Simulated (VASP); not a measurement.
Write the native input for VASP 6.6.1 that does the following.

| Quantity | Value |
| --- | --- |
| Task | single point |
| Functional | PBE |
| Potentials or basis | VASP PAW PBE potentials, release 64 (Si, O) |
| Cutoff | 520 eV |
| k mesh | 6 × 6 × 10 |
| Occupations | gaussian, width 0.05 eV |
| Spin | no spin polarisation |
| Dipole correction | no |
| Further INCAR settings | ALGO = Normal; EDIFF = 1e-07; NBANDS = 25 |

The structure of SiO2 lies in POSCAR:

```
SiO2
1.0
    4.4507757078      0.0000000000      0.0000000000
    0.0000000000      4.4507757078      0.0000000000
    0.0000000000      0.0000000000      2.8262333821
Si O
2 4
Direct
    0.5000000000      0.5000000000      0.5000000000
    0.0000000000      0.0000000000      0.0000000000
    0.6930127928      0.6930127928      0.0000000000
    0.1930127928      0.8069872072      0.5000000000
    0.3069872072      0.3069872072      0.0000000000
    0.8069872072      0.1930127928      0.5000000000
```

These files were run (other wordings do the same):

INCAR

```
ALGO = Normal
EDIFF = 1E-7
ENCUT = 520
GGA = PE
ISIF = 2
ISMEAR = 0
LASPH = T
LCHARG = T
LELF = T
LREAL = F
LVHAR = T
LWAVE = F
NBANDS = 25
NELM = 60
PREC = Accurate
SIGMA = 0.05
```

KPOINTS

```
k-points
0
Gamma
  6 6 10
```

Potentials or basis: VASP PAW PBE potentials, release 64 (Si, O).

Launch:

```console
$ cat potpaw_PBE.64/Si/POTCAR potpaw_PBE.64/O/POTCAR > POTCAR
$ mpirun -np 1 vasp_std > vasp.out
```

Results of the run:

| Quantity | Value |
| --- | --- |
| Pressure | -32.0 GPa |
| Largest force | 0.843 eV/Å |
| Band gap on the k mesh | 2.67 eV |

Caveat: the cell stands under tension.

Run time: 100 s on 1 thread of Intel Xeon 8259CL, on a shared host, peak memory 0.21 GiB.
